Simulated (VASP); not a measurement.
A run of VASP 6.6.1:

File INCAR:

```
PREC     = Accurate       # precision mode
ENCUT    = 520            # plane-wave cutoff, eV
EDIFF    = 1E-7           # SCF threshold, eV
ISMEAR   = -1             # smearing method
SIGMA    = 0.1            # smearing width, eV
LREAL    = F              # projectors in reciprocal space
LASPH    = T              # aspherical terms in the spheres
NELM     = 100            # most SCF steps
ALGO     = Normal         # electronic algorithm
ISIF     = 2              # what is computed and relaxed
LWAVE    = F              # write WAVECAR
LCHARG   = T              # write CHGCAR
LELF     = T              # ELF
LVHAR    = T            
NBANDS   = 18             # bands
```

Contents of KPOINTS:

```
Automatic mesh
0
Gamma
  7 7 7
  0.5 0.5 0.5
```

Contents of POSCAR:

```
BaZn
1.0
    3.9263115607      0.0000000000      0.0000000000
    0.0000000000      3.9263115607      0.0000000000
    0.0000000000      0.0000000000      3.9263115607
Ba Zn
1 1
Direct
    0.0000000000      0.0000000000      0.0000000000
    0.5000000000      0.5000000000      0.5000000000
```

Potentials or basis: VASP PAW LDA potentials, release 64 (Ba_sv, Zn).

Launch:

```console
$ cat potpaw_LDA.64/Ba_sv/POTCAR potpaw_LDA.64/Zn/POTCAR > POTCAR
$ mpirun -np 1 vasp_std > vasp.out
```

Hardware: 1 thread of Intel Xeon 8259CL, with other jobs on the host.

**Question.** Estimate the wall time of this run.

**Answer.** Wall time 25 s on 1 thread of Intel Xeon 8259CL, on a shared host, peak memory 0.16 GiB. Counts: scf iterations 12, k points 20.
